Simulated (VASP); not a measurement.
# Sn (C2/m) in VASP: notebook

The runs below take Sn through single point, with PBEsol.

Everything below comes from runs of VASP 6.6.1. Logs are shortened: lines on timing, memory, paths and dates and some standing lists are left out, and cuts for length are marked.

## Step 1: The cell of the first run

The structure is monoclinic, space group C2/m (No. 12). Conventional cell: a = 4.829 Å, b = 4.677 Å, c = 3.454 Å, α = 90.00°, β = 132.73°, γ = 90.00°. Sn (site symmetry 2/m) has 12 Sn at 3.36 to 3.55 Å within 4.4 Å.

## Step 2: Single point, PBEsol (strain -0.0500 x Voigt [0, 0, 0, 0, 0, 1])

File INCAR:

```
PREC     = Accurate       # precision mode
ENCUT    = 520            # plane-wave cutoff, eV
EDIFF    = 1E-7           # SCF threshold, eV
ISMEAR   = 0              # smearing method
SIGMA    = 0.15           # smearing width, eV
LREAL    = False          # projectors in reciprocal space
LASPH    = True           # aspherical terms in the spheres
NELM     = 60             # most SCF steps
ALGO     = Fast           # electronic algorithm
ISIF     = 2              # what is computed and relaxed
LWAVE    = False          # write WAVECAR
LCHARG   = False          # write CHGCAR
GGA      = PS             # functional
NBANDS   = 13             # bands
```

File KPOINTS:

```
Automatic mesh
0
Gamma
  20 20 20
```

File POSCAR:

```
Sn
1.0
   -1.7709276750      1.8187104750      2.3383420000
    1.7709276750     -1.8187104750      2.3383420000
    1.6821503250      1.7323835250     -2.3383420000
Sn
1
Direct
    0.0000000000      0.0000000000      0.0000000000
```

Potentials or basis: VASP PAW PBE potentials, release 64 (Sn_d).

The run is started by

```console
> cat potpaw_PBE.64/Sn_d/POTCAR > POTCAR
> mpirun -np 1 vasp_std > vasp.out
```

OUTCAR:

```text
PREC = Accurate
   ENCUT = 520
   EDIFF = 1E-7
   ISMEAR = 0
   LREAL = False
   LASPH = True
   NELM = 60
   ISIF = 2
   GGA = PS

 ion  position               nearest neighbor table
   1  0.000  0.000  0.000-

  LATTYP: Found a base centered monoclinic cell.
 ALAT       =     4.8294026105
 B/A-ratio  =     0.9683773289
 C/A-ratio  =     0.7152348224
 COS(beta)  =    -0.6784809515

  Lattice vectors:

 A1 = (  -1.6821503250,  -1.7323835250,   2.3383420000)
 A2 = (  -1.6821503250,  -1.7323835250,  -2.3383420000)
 A3 = (   3.4530780000,  -0.0863269500,   0.0000000000)

Analysis of symmetry for initial positions (statically):
=====================================================================
 Subroutine PRICEL returns:
 Original cell was already a primitive cell.

 Routine SETGRP: Setting up the symmetry group for a
 base centered monoclinic supercell.

 Subroutine GETGRP returns: Found  4 space group operations
 (whereof  4 operations were pure point group operations)
 out of a pool of  4 trial point group operations.

The static configuration has the point symmetry C_2h.

Analysis of symmetry for dynamics (positions and initial velocities):
=====================================================================
 Subroutine PRICEL returns:
 Original cell was already a primitive cell.

 Routine SETGRP: Setting up the symmetry group for a
 base centered monoclinic supercell.

 Subroutine GETGRP returns: Found  4 space group operations
 (whereof  4 operations were pure point group operations)
 out of a pool of  4 trial point group operations.

The dynamic configuration has the point symmetry C_2h.

 Subroutine INISYM returns: Found  4 space group operations
 (whereof  4 operations are pure point group operations),
 and found     1 'primitive' translations

----------------------------------------------------------------------------------------

                                     Primitive cell

  volume of cell :      28.6553

  direct lattice vectors                    reciprocal lattice vectors
    -1.770927675  1.818710475  2.338342000     0.007044487  0.281779472  0.213826720
     1.770927675 -1.818710475  2.338342000     0.289777813  0.007244445  0.213826720
     1.682150325  1.732383525 -2.338342000     0.296822300  0.289023917  0.000000000

  length of vectors
     3.451338281  3.451338281  3.361342842     0.353795367  0.360202067  0.414292532

  position of ions in fractional coordinates (direct lattice)
     0.000000000  0.000000000  0.000000000

  ion indices of the primitive-cell ions
   primitive index   ion index
                 1           1

----------------------------------------------------------------------------------------

 KPOINTS: Automatic mesh

Automatic generation of k-mesh.
 Grid dimensions read from file:
 generate k-points for:   20   20   20

 Generating k-lattice:

  Cartesian coordinates                     Fractional coordinates (reciprocal lattice)
     0.000352224  0.014088974  0.010691336     0.050000000  0.000000000 -0.000000000
     0.014488891  0.000362222  0.010691336    -0.000000000  0.050000000  0.000000000
     0.014841115  0.014451196  0.000000000    -0.000000000  0.000000000  0.050000000

  Length of vectors
     0.017689768  0.018010103  0.020714627

  Shift w.r.t. Gamma in fractional coordinates (k-lattice)
     0.000000000  0.000000000  0.000000000

 Subroutine IBZKPT returns following result:
 ===========================================

 Found   2112 irreducible k-points:

 Following reciprocal coordinates:
            Coordinates               Weight
  0.000000  0.000000  0.000000      1.000000
  0.050000  0.000000  0.000000      4.000000
  0.100000  0.000000  0.000000      4.000000
  0.150000  0.000000 -0.000000      4.000000
  0.200000  0.000000  0.000000      4.000000
  0.250000  0.000000  0.000000      4.000000
[... 16 lines left out ...]
 -0.450000  0.050000 -0.000000      4.000000
 -0.400000  0.050000  0.000000      4.000000
 [... further k-points ...]
   k-points           NKPTS =   2112   k-points in BZ     NKDIM =   2112   number of bands    NBANDS=     13
   number of dos      NEDOS =    301   number of ions     NIONS =      1
   total plane-waves  NPLWV =  21952
   dimension x,y,z NGX =    28 NGY =   28 NGZ =   28
   dimension x,y,z NGXF=    56 NGYF=   56 NGZF=   56
   ions per type =               1
   NGX,Y,Z   is equivalent  to a cutoff of  13.49, 13.49, 13.85 a.u.
   NGXF,Y,Z  is equivalent  to a cutoff of  26.97, 26.97, 27.70 a.u.
 SYSTEM =  unknown system
   PREC   = accura    normal or accurate (medium, high low for compatibility)
   ISTART =      0    job   : 0-new  1-cont  2-samecut
   ICHARG =      2    charge: 1-file 2-atom 10-const
   ISPIN  =      1    spin polarized calculation?
   LNONCOLLINEAR =      F non collinear calculations
   LSORBIT =      F    spin-orbit coupling
   LASPH  =      T    aspherical Exc in radial PAW
   ENCUT  =  520.0 eV  38.22 Ry    6.18 a.u.   6.42  6.42  6.25*2*pi/ulx,y,z
   NELM   =     60;   NELMIN=  2; NELMDL= -5     # of ELM steps
   EDIFF  = 0.1E-06   stopping-criterion for ELM
   LREAL  =      F    real-space projection
   EDIFFG = 0.1E-05   stopping-criterion for IOM
   NSW    =      0    number of steps for IOM
   IBRION =     -1    ionic relax: 0-MD 1-quasi-New 2-CG
   NFREE  =      0    steps in history (QN), initial steepest desc. (CG)
   ISIF   =      2    stress and relaxation
   ISYM   =      2    0-nonsym 1-usesym 2-fastsym
   POTIM  = 0.5000    time-step for ionic-motion
   TEBEG  =    0.0;   TEEND  =   0.0 temperature during run
   PSTRESS=    0.0 pullay stress
   NELECT =      14.0000    total number of electrons
   NUPDOWN=      -1.0000    fix difference up-down
   EMIN   =  10.00;   EMAX   =-10.00  energy-range for DOS
   EFERMI =   0.00;   METHOD = LEGACY
   ISMEAR =     0;   SIGMA  =   0.15  broadening in eV -4-tet -1-fermi 0-gaus
   EFERMI_NEDOS =   21; number of points for ismear=-14 and -15
   IALGO  =     68    algorithm
   IMIX   =      4    mixing-type and parameters
     AMIX     =   0.40;   BMIX     =  1.00
     AMIX_MAG =   1.60;   BMIX_MAG =  1.00
  volume/ion in A,a.u.               =      28.66       193.38
  Fermi-wavevector in a.u.,A,eV,Ry     =   1.289385  2.436584 22.619859  1.662513
  Thomas-Fermi vector in A             =   2.421281
   LORBIT       =      0    0 simple, 1 ext, 2 COOP (PROOUT), +10 PAW based schemes
   GGA     = PS    functional components
   LHFCALC =     F    Hartree Fock is set to
   AEXX    =    0.0000 exact exchange contribution
   IVDW    =     0    specifies the selected vdW correction
   LEPSILON=     F    determine dielectric tensor
   LRPA    =     F    only Hartree local field effects (RPA)
 non-spin polarized calculation
 RMM-DIIS sequential band-by-band and
 Gauss-broadening in eV      SIGMA  =   0.15
  energy-cutoff  :      520.00
  volume of cell :       28.66
 maximum number of plane-waves:       787
 NGX is ok and might be reduce to    28
   NGX = 13   NGY = 13   NGZ = 13

 number of electron      14.0000000 magnetization

 Free energy of the ion-electron system (eV)
  ---------------------------------------------------
  ext. energy  EPLUGINS =         0.00000000
  ---------------------------------------------------
  free energy    TOTEN  =        -4.21019566 eV

  energy without entropy =       -4.20412896  energy(sigma->0) =       -4.20716231

 E-fermi :   7.3761     XC(G=0): -10.2560

 val. band max:        7.3746852829   @ k =   0.2000  -0.1000   0.2000
 cond. band min:       7.3765731118   @ k =   0.3500  -0.3500   0.2000
 fundamental gap:      0.0018878289
 Fermi energy:         7.3761211925

 k-point     1 :       0.0000    0.0000    0.0000
  band No.  band energies     occupation
      1     -14.1008      2.00000
      2     -14.0663      2.00000
      3     -14.0553      2.00000
      4     -14.0312      2.00000
      5     -13.9855      2.00000
      6      -3.4211      2.00000
      7      14.3698      0.00000
      8      14.5346      0.00000
      9      14.9091      0.00000
     10      18.0023      0.00000
     11      18.4938      0.00000
     12      19.0192      0.00000
     13      19.2057      0.00000

 k-point     2 :       0.0500    0.0000    0.0000
  band No.  band energies     occupation
      1     -14.0990      2.00000
      2     -14.0650      2.00000
      3     -14.0550      2.00000
      4     -14.0306      2.00000
      5     -13.9859      2.00000
      6      -3.3728      2.00000
      7      13.8421      0.00000
      8      14.4313      0.00000
      9      14.8087      0.00000
     10      17.6184      0.00000
     11      18.8391      0.00000
     12      19.3270      0.00000
     13      19.6709      0.00000

 k-point     3 :       0.1000    0.0000    0.0000
  band No.  band energies     occupation
      1     -14.0943      2.00000
      2     -14.0624      2.00000
      3     -14.0536      2.00000
      4     -14.0281      2.00000
      5     -13.9869      2.00000
      6      -3.2279      2.00000
      7      12.5608      0.00000
      8      14.2903      0.00000
      9      14.5568      0.00000
     10      17.3181      0.00000
     11      19.1375      0.00000
     12      19.5889      0.00000
     13      20.3208      0.00000
[... 305 lines left out ...]
 k-point    23 :      -0.4500    0.0500   -0.0000
  band No.  band energies     occupation
      1     -14.0819      2.00000
      2     -14.0710      2.00000
      3     -14.0484      2.00000
      4     -13.9573      2.00000
      5     -13.9423      2.00000
      6      -0.0017      2.00000
      7       3.7480      2.00000
      8      12.1157      0.00000
      9      13.2377      0.00000
     10      16.6071      0.00000
     11      17.3201      0.00000
     12      18.7320      0.00000
     13      19.3140      0.00000

 k-point    24 :      -0.4000    0.0500    0.0000
  band No.  band energies     occupation
      1     -14.0807      2.00000
      2     -14.0704      2.00000
      3     -14.0461      2.00000
      4     -13.9635      2.00000
      5     -13.9526      2.00000
      6      -0.6587      2.00000
      7       4.7766      2.00000
      8      12.3555      0.00000
      9      13.1895      0.00000
     10      16.5900      0.00000
     11      17.2992      0.00000
     12      19.0540      0.00000
     13      19.7611      0.00000

 [... further k-points ...]

------------------------ aborting loop because EDIFF is reached ----------------------------------------

  FORCE on cell =-STRESS in cart. coord.  units (eV):
  Direction    XX          YY          ZZ          XY          YZ          ZX
  --------------------------------------------------------------------------------------
  -------------------------------------------------------------------------------------
  Total       -0.6162586     -0.7019582     -0.6389043      0.0232014     -0.0000000      0.0000000
  in kB      -34.4562905    -39.2479286    -35.7224573      1.2972368     -0.0000000      0.0000000
  external PRESSURE =     -36.4755588 kB  Pullay stress =       0.0000000 kB

 VOLUME and BASIS-vectors are now :
 -----------------------------------------------------------------------------
  energy-cutoff  :      520.00
  volume of cell :       28.66
      direct lattice vectors                 reciprocal lattice vectors
    -1.770927675  1.818710475  2.338342000     0.007044487  0.281779472  0.213826720
     1.770927675 -1.818710475  2.338342000     0.289777813  0.007244445  0.213826720
     1.682150325  1.732383525 -2.338342000     0.296822300  0.289023917  0.000000000

 POSITION                                       TOTAL-FORCE (eV/Angst)
 -----------------------------------------------------------------------------------
      0.00000      0.00000      0.00000         0.000000      0.000000      0.000000
 -----------------------------------------------------------------------------------
    total drift:                                0.000000     -0.000000      0.000000

  FREE ENERGIE OF THE ION-ELECTRON SYSTEM (eV)
  ---------------------------------------------------
  free  energy   TOTEN  =        -4.2101956599 eV

  energy  without entropy=       -4.2041289608  energy(sigma->0) =       -4.20716231
```

It took 13 min on 1 thread of Oxide Virtual Turin-like, shared host; peak memory 0.73 GiB.

What came out:

```
Free energy            : -4.2102 eV
Pressure               : -3.6 GPa
Band gap on the k mesh : zero (bands 7 and 8 overlap by 9.09 eV)
```

Caveat: the cell differs from its parent crystal (strain -0.0500 x Voigt [0, 0, 0, 0, 0, 1]); the cell stands under tension; the PAW data sets were made with another functional, which shifts forces and pressure a little; spin-orbit coupling is left out, which moves the levels of the heavy elements.

## Step 3: Single point, PBEsol (strain +0.0250 x Voigt [0, 0, 0, 0, 0, 1])

File INCAR:

```
SYSTEM = Sn
ALGO = Fast
EDIFF = 1E-7
ENCUT = 520
GGA = PS
ISIF = 2
ISMEAR = 0
LASPH = .True.
LCHARG = .True.
LELF = .True.
LREAL = .False.
LVHAR = .True.
LWAVE = .False.
NBANDS = 13
NELM = 80
PREC = Accurate
SIGMA = 0.15
```

File KPOINTS:

```
k-points
0
Gamma
  20 20 20
  0 0 0
```

File POSCAR:

```
Sn
1.0
   -1.7043446625      1.7539652625      2.3383420000
    1.7043446625     -1.7539652625      2.3383420000
    1.7487333375      1.7971287375     -2.3383420000
Sn
1
Direct
    0.0000000000      0.0000000000      0.0000000000
```

Potentials or basis: VASP PAW PBE potentials, release 64 (Sn_d).

The run is started by

```console
> cat potpaw_PBE.64/Sn_d/POTCAR > POTCAR
> mpirun -np 1 vasp_std > vasp.out
```

It took 13 min on 1 thread of Oxide Virtual Turin-like, shared host; peak memory 0.73 GiB.

It converged, with:

* Free energy: -4.2103 eV
* Pressure: -3.6 GPa
* Band gap on the k mesh: zero (bands 7 and 8 overlap by 9.04 eV)

Stress tensor (GPa, compression positive):
```
-3.29 -0.06  0.00
-0.06 -3.97  0.00
 0.00  0.00 -3.65
```

Levels at points of the mesh, in eV from the Fermi level:
| k point | band 3 | band 4 | band 5 | band 6 | band 7 | band 8 | band 9 | band 10 | band 11 | band 12 |
| --- | --- | --- | --- | --- | --- | --- | --- | --- | --- | --- |
| (0.00, 0.00, 0.00) | -21.44 | -21.41 | -21.37 | -10.80 | 6.99 | 7.14 | 7.54 | 10.61 | 11.11 | 11.62 |
| (0.50, 0.00, 0.00) | -21.44 | -21.34 | -21.31 | -6.87 | -4.42 | 5.16 | 6.02 | 9.53 | 10.08 | 10.34 |
| (0.00, 0.50, 0.00) | -21.43 | -21.32 | -21.32 | -6.62 | -4.36 | 4.74 | 5.72 | 9.02 | 9.79 | 10.03 |
| (0.50, 0.50, 0.00) | -21.33 | -21.32 | -21.29 | -5.07 | -3.50 | 1.84 | 2.31 | 5.32 | 5.79 | 18.71 |
| (0.00, 0.00, 0.50) | -21.33 | -21.32 | -21.30 | -5.43 | -3.69 | 2.23 | 2.52 | 5.67 | 6.02 | 19.49 |
| (0.50, 0.50, 0.50) | -21.33 | -21.31 | -21.29 | -4.49 | -3.10 | 1.18 | 1.84 | 4.59 | 5.44 | 19.05 |

Caveat: the cell differs from its parent crystal (strain +0.0250 x Voigt [0, 0, 0, 0, 0, 1]); the cell stands under tension; the PAW data sets were made with another functional, which shifts forces and pressure a little; spin-orbit coupling is left out, which moves the levels of the heavy elements.
